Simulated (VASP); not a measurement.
# In2Ga2AsP3 (Cmm2) in VASP: single point with PBEsol

Aim: the single point of In2Ga2AsP3 with PBEsol.

All numbers are computed with VASP 6.6.1; they aren't measurements. Logs are shortened: lines on timing, memory, paths and dates and some standing lists are left out, and cuts for length are marked.

## 1. The cell of the first run

The structure is orthorhombic, space group Cmm2 (No. 35). The conventional cell has a = 8.037 Å, b = 8.069 Å, c = 5.744 Å, α = 90.00°, β = 90.00°, γ = 90.00°. In (site symmetry m) has 3 P at 2.53 to 2.54 Å and 1 As at 2.58 Å within 3.3 Å. Within 3.2 Å of Ga (site symmetry m) lie 3 P at 2.39 Å and 1 As at 2.45 Å. Within 3.2 Å of As (site symmetry mm2) lie 2 Ga at 2.45 Å and 2 In at 2.58 Å. P (site symmetry mm2) has 2 Ga at 2.39 Å and 2 In at 2.54 Å within 3.2 Å. P (site symmetry 2) has 2 Ga at 2.39 Å and 2 In at 2.53 Å within 3.2 Å.

## 2. Single point, PBEsol

Input file INCAR:

```
PREC = Accurate
ENCUT = 520
EDIFF = 1E-6
ISMEAR = 0
SIGMA = 0.1
LREAL = False
LASPH = True
NELM = 60
ALGO = Normal
ISIF = 2
LWAVE = False
LCHARG = False
GGA = PS
NBANDS = 46
```

Input file KPOINTS:

```
Automatic mesh
0
Gamma
  6 6 6
```

Input file POSCAR:

```
In2Ga2AsP3
1.0
    4.0186961771     -4.0343472190      0.0000000000
    4.0186961771      4.0343472190      0.0000000000
    0.0000000000      0.0000000000      5.7440607215
In Ga As P
2 2 1 3
Direct
   -0.0036091370     -0.0036091370      0.4954293385
    0.5036091370      0.5036091370      0.4954293385
   -0.0048930092      0.5048930092      0.0037333427
    0.5048930092     -0.0048930092      0.0037333427
    0.2500000000      0.2500000000      0.7715568881
    0.7500000000      0.7500000000      0.7710307088
    0.7500000000      0.2500000000      0.2295435203
    0.2500000000      0.7500000000      0.2295435203
```

Potentials or basis: VASP PAW PBE potentials, release 64 (In_d, Ga_d, As, P).

Run with:

```console
$ cat potpaw_PBE.64/In_d/POTCAR potpaw_PBE.64/Ga_d/POTCAR potpaw_PBE.64/As/POTCAR potpaw_PBE.64/P/POTCAR > POTCAR
$ mpirun -np 1 vasp_std > vasp.out
```

OUTCAR:

```text
PREC = Accurate
   ENCUT = 520
   EDIFF = 1E-6
   ISMEAR = 0
   LREAL = False
   LASPH = True
   NELM = 60
   ISIF = 2
   GGA = PS

 ion  position               nearest neighbor table
   1  0.996  0.996  0.495-   7 2.53   8 2.53   6 2.54   5 2.58   2 3.96
   2  0.504  0.504  0.495-   7 2.53   8 2.53   6 2.54   5 2.58   1 3.96
   3  0.995  0.505  0.004-   6 2.39   7 2.39   8 2.39   5 2.45
   4  0.505  0.995  0.004-   6 2.39   7 2.39   8 2.39   5 2.45
   5  0.250  0.250  0.772-   3 2.45   4 2.45   1 2.58   2 2.58
   6  0.750  0.750  0.771-   3 2.39   4 2.39   1 2.54   2 2.54
   7  0.750  0.250  0.230-   3 2.39   4 2.39   1 2.53   2 2.53
   8  0.250  0.750  0.230-   3 2.39   4 2.39   1 2.53   2 2.53

  LATTYP: Found a base centered orthorhombic cell.
 ALAT       =     8.0373923542
 B/A-ratio  =     1.0038945571
 C/A-ratio  =     0.7146672040

  Lattice vectors:

 A1 = (   4.0186961771,  -4.0343472190,   0.0000000000)
 A2 = (   4.0186961771,   4.0343472190,   0.0000000000)
 A3 = (   0.0000000000,   0.0000000000,   5.7440607215)

Analysis of symmetry for initial positions (statically):
=====================================================================
 Subroutine PRICEL returns:
 Original cell was already a primitive cell.

 Routine SETGRP: Setting up the symmetry group for a
 base centered orthorhombic supercell.

 Subroutine GETGRP returns: Found  4 space group operations
 (whereof  2 operations were pure point group operations)
 out of a pool of  8 trial point group operations.

The static configuration has the point symmetry C_1h.
 The point group associated with its full space group is C_2v.

Analysis of symmetry for dynamics (positions and initial velocities):
=====================================================================
 Subroutine PRICEL returns:
 Original cell was already a primitive cell.

 Routine SETGRP: Setting up the symmetry group for a
 base centered orthorhombic supercell.

 Subroutine GETGRP returns: Found  4 space group operations
 (whereof  2 operations were pure point group operations)
 out of a pool of  8 trial point group operations.

The dynamic configuration has the point symmetry C_1h.
 The point group associated with its full space group is C_2v.

 Subroutine INISYM returns: Found  4 space group operations
 (whereof  2 operations are pure point group operations),
 and found     1 'primitive' translations

----------------------------------------------------------------------------------------

                                     Primitive cell

  volume of cell :     186.2548

  direct lattice vectors                    reciprocal lattice vectors
     4.018696177 -4.034347219  0.000000000     0.124418463 -0.123935788  0.000000000
     4.018696177  4.034347219  0.000000000     0.124418463  0.123935788  0.000000000
     0.000000000  0.000000000  5.744060722     0.000000000  0.000000000  0.174092867

  length of vectors
     5.694372349  5.694372349  5.744060722     0.175613306  0.175613306  0.174092867

  position of ions in fractional coordinates (direct lattice)
     0.996390863  0.996390863  0.495429339
     0.503609137  0.503609137  0.495429339
     0.995106991  0.504893009  0.003733343
     0.504893009  0.995106991  0.003733343
     0.250000000  0.250000000  0.771556888
     0.750000000  0.750000000  0.771030709
     0.750000000  0.250000000  0.229543520
     0.250000000  0.750000000  0.229543520

  ion indices of the primitive-cell ions
   primitive index   ion index
                 1           1
                 2           2
                 3           3
                 4           4
                 5           5
                 6           6
                 7           7
                 8           8

----------------------------------------------------------------------------------------

 KPOINTS: Automatic mesh

Automatic generation of k-mesh.
 Grid dimensions read from file:
 generate k-points for:    6    6    6

 Generating k-lattice:

  Cartesian coordinates                     Fractional coordinates (reciprocal lattice)
     0.020736410 -0.020655965  0.000000000     0.166666667  0.000000000  0.000000000
     0.020736410  0.020655965  0.000000000     0.000000000  0.166666667  0.000000000
     0.000000000  0.000000000  0.029015478     0.000000000  0.000000000  0.166666667

  Length of vectors
     0.029268884  0.029268884  0.029015478

  Shift w.r.t. Gamma in fractional coordinates (k-lattice)
     0.000000000  0.000000000  0.000000000

 Subroutine IBZKPT returns following result:
 ===========================================

 Found     52 irreducible k-points:

 Following reciprocal coordinates:
            Coordinates               Weight
  0.000000  0.000000  0.000000      1.000000
  0.166667 -0.000000  0.000000      4.000000
  0.333333 -0.000000  0.000000      4.000000
  0.500000  0.000000  0.000000      2.000000
  0.166667  0.166667  0.000000      2.000000
  0.333333  0.166667  0.000000      4.000000
[... 16 lines left out ...]
  0.333333  0.333333  0.166667      4.000000
  0.500000  0.333333  0.166667      8.000000
 [... further k-points ...]
   k-points           NKPTS =     52   k-points in BZ     NKDIM =     52   number of bands    NBANDS=     46
   number of dos      NEDOS =    301   number of ions     NIONS =      8
   total plane-waves  NPLWV =  84672
   dimension x,y,z NGX =    42 NGY =   42 NGZ =   48
   dimension x,y,z NGXF=    84 NGYF=   84 NGZF=   96
   ions per type =               2   2   1   3
   NGX,Y,Z   is equivalent  to a cutoff of  12.26, 12.26, 13.89 a.u.
   NGXF,Y,Z  is equivalent  to a cutoff of  24.52, 24.52, 27.78 a.u.
 SYSTEM =  unknown system
   PREC   = accura    normal or accurate (medium, high low for compatibility)
   ISTART =      0    job   : 0-new  1-cont  2-samecut
   ICHARG =      2    charge: 1-file 2-atom 10-const
   ISPIN  =      1    spin polarized calculation?
   LNONCOLLINEAR =      F non collinear calculations
   LSORBIT =      F    spin-orbit coupling
   LASPH  =      T    aspherical Exc in radial PAW
   ENCUT  =  520.0 eV  38.22 Ry    6.18 a.u.  10.59 10.59 10.68*2*pi/ulx,y,z
   NELM   =     60;   NELMIN=  2; NELMDL= -5     # of ELM steps
   EDIFF  = 0.1E-05   stopping-criterion for ELM
   LREAL  =      F    real-space projection
   EDIFFG = 0.1E-04   stopping-criterion for IOM
   NSW    =      0    number of steps for IOM
   IBRION =     -1    ionic relax: 0-MD 1-quasi-New 2-CG
   NFREE  =      0    steps in history (QN), initial steepest desc. (CG)
   ISIF   =      2    stress and relaxation
   ISYM   =      2    0-nonsym 1-usesym 2-fastsym
   POTIM  = 0.5000    time-step for ionic-motion
   TEBEG  =    0.0;   TEEND  =   0.0 temperature during run
   PSTRESS=    0.0 pullay stress
   NELECT =      72.0000    total number of electrons
   NUPDOWN=      -1.0000    fix difference up-down
   EMIN   =  10.00;   EMAX   =-10.00  energy-range for DOS
   EFERMI =   0.00;   METHOD = LEGACY
   ISMEAR =     0;   SIGMA  =   0.10  broadening in eV -4-tet -1-fermi 0-gaus
   EFERMI_NEDOS =   21; number of points for ismear=-14 and -15
   IALGO  =     38    algorithm
   IMIX   =      4    mixing-type and parameters
     AMIX     =   0.40;   BMIX     =  1.00
     AMIX_MAG =   1.60;   BMIX_MAG =  1.00
  volume/ion in A,a.u.               =      23.28       157.11
  Fermi-wavevector in a.u.,A,eV,Ry     =   1.192568  2.253627 19.350459  1.422219
  Thomas-Fermi vector in A             =   2.328603
   LORBIT       =      0    0 simple, 1 ext, 2 COOP (PROOUT), +10 PAW based schemes
   GGA     = PS    functional components
   LHFCALC =     F    Hartree Fock is set to
   AEXX    =    0.0000 exact exchange contribution
   IVDW    =     0    specifies the selected vdW correction
   LEPSILON=     F    determine dielectric tensor
   LRPA    =     F    only Hartree local field effects (RPA)
 non-spin polarized calculation
 Gauss-broadening in eV      SIGMA  =   0.10
  energy-cutoff  :      520.00
  volume of cell :      186.25
 maximum number of plane-waves:      5046
   NGX = 21   NGY = 21   NGZ = 21

 number of electron      71.9999972 magnetization

 Free energy of the ion-electron system (eV)
  ---------------------------------------------------
  ext. energy  EPLUGINS =         0.00000000
  ---------------------------------------------------
  free energy    TOTEN  =       -37.18291516 eV

  energy without entropy =      -37.18291503  energy(sigma->0) =      -37.18291510

 E-fermi :   5.0665     XC(G=0):  -9.6797

 val. band max:        4.7781107619   @ k =   0.0000   0.0000   0.0000
 cond. band min:       5.3548116405   @ k =   0.0000   0.0000   0.0000
 fundamental gap:      0.5767008786
 Fermi energy:         5.0665033887

 k-point     1 :       0.0000    0.0000    0.0000
  band No.  band energies     occupation
      1     -10.0347      2.00000
      2     -10.0220      2.00000
      3     -10.0160      2.00000
      4      -9.9542      2.00000
      5      -9.9500      2.00000
      6      -9.9202      2.00000
[... 38 lines left out ...]
     45       8.6103      0.00000
     46       8.6362      0.00000

 k-point     2 :       0.1667   -0.0000    0.0000
  band No.  band energies     occupation
      1     -10.0310      2.00000
      2     -10.0190      2.00000
      3     -10.0127      2.00000
      4      -9.9579      2.00000
      5      -9.9511      2.00000
      6      -9.9243      2.00000
[... 38 lines left out ...]
     45       8.9804      0.00000
     46       9.0955      0.00000

 k-point     3 :       0.3333   -0.0000    0.0000
  band No.  band energies     occupation
      1     -10.0225      2.00000
      2     -10.0136      2.00000
      3     -10.0027      2.00000
      4      -9.9704      2.00000
      5      -9.9501      2.00000
      6      -9.9343      2.00000
[... 38 lines left out ...]
     45       9.9192      0.00000
     46      10.0915      0.00000

 k-point     4 :       0.5000    0.0000    0.0000
  band No.  band energies     occupation
      1     -10.0170      2.00000
      2     -10.0116      2.00000
      3      -9.9886      2.00000
      4      -9.9856      2.00000
      5      -9.9475      2.00000
      6      -9.9419      2.00000
[... 920 lines left out ...]
     45       9.1288      0.00000
     46       9.2356      0.00000

 k-point    23 :       0.3333    0.3333    0.1667
  band No.  band energies     occupation
      1     -10.0172      2.00000
      2     -10.0101      2.00000
      3      -9.9918      2.00000
      4      -9.9794      2.00000
      5      -9.9514      2.00000
      6      -9.9422      2.00000
[... 38 lines left out ...]
     45       9.6345      0.00000
     46      10.1180      0.00000

 k-point    24 :       0.5000    0.3333    0.1667
  band No.  band energies     occupation
      1     -10.0145      2.00000
      2     -10.0071      2.00000
      3      -9.9885      2.00000
      4      -9.9874      2.00000
      5      -9.9496      2.00000
      6      -9.9457      2.00000
[... 38 lines left out ...]
     45      10.0686      0.00000
     46      10.1183      0.00000

 [... further k-points ...]

------------------------ aborting loop because EDIFF is reached ----------------------------------------

  FORCE on cell =-STRESS in cart. coord.  units (eV):
  Direction    XX          YY          ZZ          XY          YZ          ZX
  --------------------------------------------------------------------------------------
  -------------------------------------------------------------------------------------
  Total        0.0122015     -0.0069130      0.0152295      0.0000000      0.0000000      0.0000000
  in kB        0.1049580     -0.0594661      0.1310057      0.0000000      0.0000000      0.0000000
  external PRESSURE =       0.0588325 kB  Pullay stress =       0.0000000 kB

 VOLUME and BASIS-vectors are now :
 -----------------------------------------------------------------------------
  energy-cutoff  :      520.00
  volume of cell :      186.25
      direct lattice vectors                 reciprocal lattice vectors
     4.018696177 -4.034347219  0.000000000     0.124418463 -0.123935788  0.000000000
     4.018696177  4.034347219  0.000000000     0.124418463  0.123935788  0.000000000
     0.000000000  0.000000000  5.744060722     0.000000000  0.000000000  0.174092867

 POSITION                                       TOTAL-FORCE (eV/Angst)
 -----------------------------------------------------------------------------------
      8.00838      0.00000      2.84578        -0.007348     -0.000000     -0.004548
      4.04770      0.00000      2.84578         0.007348     -0.000000     -0.004548
      6.02804     -1.97769      0.02144         0.000000      0.009461      0.013086
      6.02804      1.97769      0.02144         0.000000     -0.009461      0.013086
      2.00935      0.00000      4.43187        -0.000000     -0.000000     -0.006106
      6.02804      0.00000      4.42885         0.000000     -0.000000     -0.003034
      4.01870     -2.01717      1.31851         0.000000     -0.000000     -0.003968
      4.01870      2.01717      1.31851        -0.000000     -0.000000     -0.003968
 -----------------------------------------------------------------------------------
    total drift:                               -0.000000      0.000000     -0.000971

  FREE ENERGIE OF THE ION-ELECTRON SYSTEM (eV)
  ---------------------------------------------------
  free  energy   TOTEN  =       -37.1829151626 eV

  energy  without entropy=      -37.1829150342  energy(sigma->0) =      -37.18291510
```

Wall time 4.4 min (1 thread of Intel Xeon 6975P-C (Granite Rapids), shared host); peak memory 0.54 GiB.

Results:

```
Free energy            : -37.1829 eV
Pressure               : 0.0 GPa
Largest force          : 0.016 eV/Å
Band gap on the k mesh : 0.58 eV
```

Forces in eV/Å, atoms in the order of the input:
```
In  -0.007  0.000 -0.005
In   0.007  0.000 -0.005
Ga   0.000  0.009  0.013
Ga   0.000 -0.009  0.013
As   0.000  0.000 -0.006
P    0.000  0.000 -0.003
P    0.000  0.000 -0.004
P    0.000  0.000 -0.004
```

Caveat: semilocal functionals underestimate gaps, and a narrow one can read as zero; the PAW data sets were made with another functional, which shifts forces and pressure a little; spin-orbit coupling is left out, which moves the levels of the heavy elements. A k mesh can miss the band edges.
